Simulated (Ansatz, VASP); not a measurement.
# Two plane-wave programs on Li4TaO

File INCAR:

```
PREC = Accurate ; ENCUT = 520
EDIFF = 1E-7 ; ISMEAR = 0
SIGMA = 0.1 ; LREAL = F
LASPH = T ; NELM = 80
ALGO = Normal ; ISIF = 2
LWAVE = F ; LCHARG = F
GGA = PE ; NBANDS = 24
```

The input KPOINTS:

```
regular mesh
0
Gamma
  6 6 4
```

The input POSCAR:

```
Li4TaO
1.0
    3.1393860100      0.0000000000      0.0000000000
   -1.5696930000      2.7187880300      0.0000000000
    0.0000000000      0.0000000000      6.9707714100
Li Ta O
4 1 1
Direct
    0.6666666700      0.3333333300      0.2336920100
    0.3333333300      0.6666666700      0.7663079900
    0.3333333300      0.6666666700      0.2336920100
    0.6666666700      0.3333333300      0.7663079900
    0.0000000000      0.0000000000      0.0000000000
    0.0000000000      0.0000000000      0.5000000000
```

Input for Ansatz:

```yaml
crystal:
  lattice:
    - [3.13938601, 0.0, 0.0]
    - [-1.569693, 2.71878803, 0.0]
    - [0.0, 0.0, 6.97077141]
  atoms:
    - { symbol: Li, position: [0.66666667, 0.33333333, 0.23369201] }
    - { symbol: Li, position: [0.33333333, 0.66666667, 0.76630799] }
    - { symbol: Li, position: [0.33333333, 0.66666667, 0.23369201] }
    - { symbol: Li, position: [0.66666667, 0.33333333, 0.76630799] }
    - { symbol: Ta, position: [0.0, 0.0, 0.0] }
    - { symbol: O, position: [0.0, 0.0, 0.5] }
basis:
  ecutwfc: 420
kpoints:
  mp_grid: { grid: [6, 6, 4] }
hamiltonian:
  xc: pbe
scf:
  occupations: { method: gaussian, width: 0.1 }
  lower_state_search: "off"
output:
  forces: true
  stress: true
  eigenvalues: true
```

Change from the starting cell: species swapped into the MgAlB4 type (P6/mmm, No. 191).

Alike in both runs: task single point; functional PBE; k mesh 6 × 6 × 4; occupations gaussian, width 0.1 eV; no spin polarisation.

```csv
,VASP,Ansatz
version,VASP 6.6.1,Ansatz 0.2.0
potentials or method,"VASP PAW PBE potentials, release 64 (Li_sv, Ta_pv, O), cutoff 520 eV","scalar-relativistic, plane waves, PAW"
valence electrons in the cell,29,31
```

VASP gave:

| Item | Value |
| --- | --- |
| gap on the k mesh at the Fermi level (eV) | none |
| rms of the force components (eV/Å) | 2.085 |

Q: What did Ansatz give for the same quantities?

A: gap on the k mesh at the Fermi level (eV): none; rms of the force components (eV/Å): 2.074.

Atom by atom the forces differ by 0.011 eV/Å (rms over components). A gap of «none» marks a metal or a gap that the smearing closes. VASP's potentials hold 29 valence electrons a cell and Ansatz's 31, so a difference there can come from the potentials and not from the codes.

The k mesh is coarse, so the values compare programs but aren't converged. Neither program's run includes spin-orbit coupling. Noted on VASP's run: the cutoff is short for stress, so the pressure is rough.
